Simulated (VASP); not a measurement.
MoS2: electric field gradients with LDA

Crystal: MoS2.

```
CELL_PARAMETERS angstrom
3.22300 0.00000 0.00000
-1.61150 2.79120 0.00000
0.00000 0.00000 12.53614
ATOMIC_POSITIONS crystal
Mo 0.33333 0.66667 0.25000
Mo 0.66667 0.33333 0.75000
S 0.33333 0.66667 0.62750
S 0.66667 0.33333 0.12750
S 0.33333 0.66667 0.87250
S 0.66667 0.33333 0.37250
```

This cell differs from its parent crystal: volume scaled by 1.06.

```
Program                : VASP 6.6.1
Task                   : electric field gradients
Functional             : LDA
Potentials or basis    : VASP PAW LDA potentials, release 64 (Mo_sv, S)
Cutoff                 : 520 eV
k mesh                 : 10 × 10 × 3
Occupations            : fermi-dirac, width 0.03 eV
Spin                   : no spin polarisation
Dipole correction      : no
Further INCAR settings : ALGO = Normal; EDIFF = 1e-08; NBANDS = 35
```

```
Pressure               : -7.2 GPa
Largest force          : 0.226 eV/Å
Band gap on the k mesh : 0.83 eV, indirect (least direct gap 1.73 eV)
```

Forces in eV/Å, atoms in the order of the input:
```
Mo   0.000  0.000  0.000
Mo   0.000  0.000  0.000
S    0.000  0.000  0.226
S    0.000  0.000  0.226
S    0.000  0.000 -0.226
S    0.000  0.000 -0.226
```

Stress tensor (GPa, compression positive):
```
-9.04  0.00  0.00
 0.00 -9.04  0.00
 0.00  0.00 -3.46
```

Levels at points of the mesh, in eV from the valence-band top:
| k point | band 24 | band 25 | band 26 | band 27 | band 28 | band 29 |
| --- | --- | --- | --- | --- | --- | --- |
| (0.00, 0.00, 0.00) | -1.24 | -1.00 | 0.00 | 1.90 | 1.90 | 1.92 |
| (0.50, 0.00, 0.00) | -1.79 | -1.44 | -1.32 | 1.30 | 1.34 | 1.76 |

Electric field gradients, principal values (V/Å²):
```csv
atom,least,middle,greatest (by size)
1 Mo,44.838,44.839,-89.676
2 Mo,44.838,44.839,-89.676
3 S,29.339,29.340,-58.679
4 S,29.339,29.340,-58.679
5 S,29.339,29.340,-58.679
6 S,29.339,29.340,-58.679
```

Wall time 70 s on 1 thread of AMD EPYC 9R14 (Zen 4), on a shared host, peak memory 0.2 GiB.

Caveat: without QUAD_EFG the Cq values of the log hold for a quadrupole moment of 1 mb, not for the nuclei. A k mesh can miss the band edges.
